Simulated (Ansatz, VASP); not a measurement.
# One calculation of CdS, two programs

INCAR

```
  ALGO = Normal
  EDIFF = 1E-6
  ENCUT = 520
  GGA = RP
  ISIF = 2
  ISMEAR = -1
  LASPH = T
  LCHARG = T
  LELF = T
  LREAL = F
  LVHAR = T
  LWAVE = F
  NBANDS = 16
  NELM = 80
  PREC = Accurate
  SIGMA = 0.05
```

File KPOINTS:

```
k-points
0
Gamma
  8 8 8
```

POSCAR

```
CdS
1.0
    0.0000000000      2.8770830059      2.8770830059
    2.8770830059      0.0000000000      2.8770830059
    2.8770830059      2.8770830059      0.0000000000
Cd S
1 1
Direct
    0.0000000000      0.0000000000      0.0000000000
    0.7500000000      0.7500000000      0.7500000000
```

input.yaml

```yaml
crystal:
  lattice:
    - [0.0, 2.8770830059, 2.8770830059]
    - [2.8770830059, 0.0, 2.8770830059]
    - [2.8770830059, 2.8770830059, 0.0]
  atoms:
    - { symbol: Cd, position: [0.0, 0.0, 0.0] }
    - { symbol: S, position: [0.75, 0.75, 0.75] }
hamiltonian:
  xc: rpbe
  pseudopotentials: { kind: paw }
kpoints:
  mp_grid: { grid: [8, 8, 8] }
scf:
  occupations: { method: fermi_dirac, width: 0.05 }
output:
  forces: true
  stress: true
  eigenvalues: true
```

Alike in both runs: task single point; functional RPBE; k mesh 8 × 8 × 8; occupations fermi-dirac, width 0.05 eV; no spin polarisation.

```csv
,VASP,Ansatz
version,VASP 6.6.1,Ansatz 0.2.0
potentials or method,"VASP PAW PBE potentials, release 64 (Cd, S)",Ansatz PAW
plane-wave cutoff (eV),520,420
valence electrons in the cell,18,26
```

Ansatz gave:

```
gap on the k mesh at the Fermi level (eV) : 1.42
least direct gap on the mesh (eV)         : 1.42
pressure (GPa)                            : 8.2
```

Problem. Estimate VASP's values.

Solution. gap on the k mesh at the Fermi level (eV): 1.42; least direct gap on the mesh (eV): 1.42; pressure (GPa): 8.6.

VASP's potentials were made for PBE, not for RPBE. With one functional, cell and mesh, what is left measures potentials, basis and numerics. VASP's potentials hold 18 valence electrons a cell and Ansatz's 26, so a difference there can come from the potentials and not from the codes.
